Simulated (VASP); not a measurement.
Write the native input for VASP 6.6.1 that does the following.

| Item | Value |
| --- | --- |
| Task | single point |
| Functional | r2SCAN |
| Potentials or basis | VASP PAW PBE potentials, release 64 (Zr_sv, O) |
| Cutoff | 520 eV |
| k mesh | 8 × 8 × 8 |
| Occupations | gaussian, width 0.05 eV |
| Spin | no spin polarisation |
| Dipole correction | no |
| Further INCAR settings | ALGO = Normal; EDIFF = 1e-07; NBANDS = 19 |

The system is ZrO2.

```
Zr O
1.0
     0.00000    2.54472    2.54472
     2.54472    0.00000    2.54472
     2.54472    2.54472    0.00000
Zr O
1 2
Cartesian
  0.0000 0.0000 0.0000
  1.2724 1.2724 1.2724
  3.8171 3.8171 3.8171
```

These files were run (other wordings do the same):

POSCAR

```
ZrO2
1.0
    0.0000000000      2.5447179899      2.5447179899
    2.5447179899      0.0000000000      2.5447179899
    2.5447179899      2.5447179899      0.0000000000
Zr O
1 2
Direct
    0.0000000000      0.0000000000      0.0000000000
    0.2500000000      0.2500000000      0.2500000000
    0.7500000000      0.7500000000      0.7500000000
```

INCAR.step1

```
ALGO     = Normal         # electronic algorithm
EDIFF    = 1E-4           # SCF threshold, eV
ENCUT    = 520            # plane-wave cutoff, eV
GGA      = PE             # functional
ISMEAR   = 0              # smearing method
LASPH    = T              # aspherical terms in the spheres
LCHARG   = F              # write CHGCAR
LREAL    = F              # projectors in reciprocal space
LWAVE    = T              # write WAVECAR
NBANDS   = 19             # bands
NELM     = 100            # most SCF steps
PREC     = Accurate       # precision mode
SIGMA    = 0.05           # smearing width, eV
```

INCAR.step2

```
ALGO     = Normal         # electronic algorithm
EDIFF    = 1E-7           # SCF threshold, eV
ENCUT    = 520            # plane-wave cutoff, eV
ISIF     = 2              # what is computed and relaxed
ISMEAR   = 0              # smearing method
ISTART   = 1            
LASPH    = T              # aspherical terms in the spheres
LCHARG   = F              # write CHGCAR
LMIXTAU  = T            
LREAL    = F              # projectors in reciprocal space
LWAVE    = F              # write WAVECAR
METAGGA  = R2SCAN         # meta-GGA
NBANDS   = 19             # bands
NELM     = 100            # most SCF steps
PREC     = Accurate       # precision mode
SIGMA    = 0.05           # smearing width, eV
```

KPOINTS

```
k-points
0
Gamma
  8 8 8
```

Potentials or basis: VASP PAW PBE potentials, release 64 (Zr_sv, O).

The run is started by

```sh
$ cat potpaw_PBE.64/Zr_sv/POTCAR potpaw_PBE.64/O/POTCAR > POTCAR
$ cp INCAR.step1 INCAR
$ mpirun -np 1 vasp_std > vasp.out
$ cp INCAR.step2 INCAR
$ mpirun -np 1 vasp_std > vasp.out
```

It gave:

- Pressure: 0.3 GPa
- Band gap on the k mesh: 3.87 eV, indirect (least direct gap 4.27 eV)

Caveat: the PAW data sets were made with another functional, which shifts forces and pressure a little.

It took 49 s on 1 thread of AMD EPYC 9R45 (Zen 5), on a shared host, peak memory 0.13 GiB.
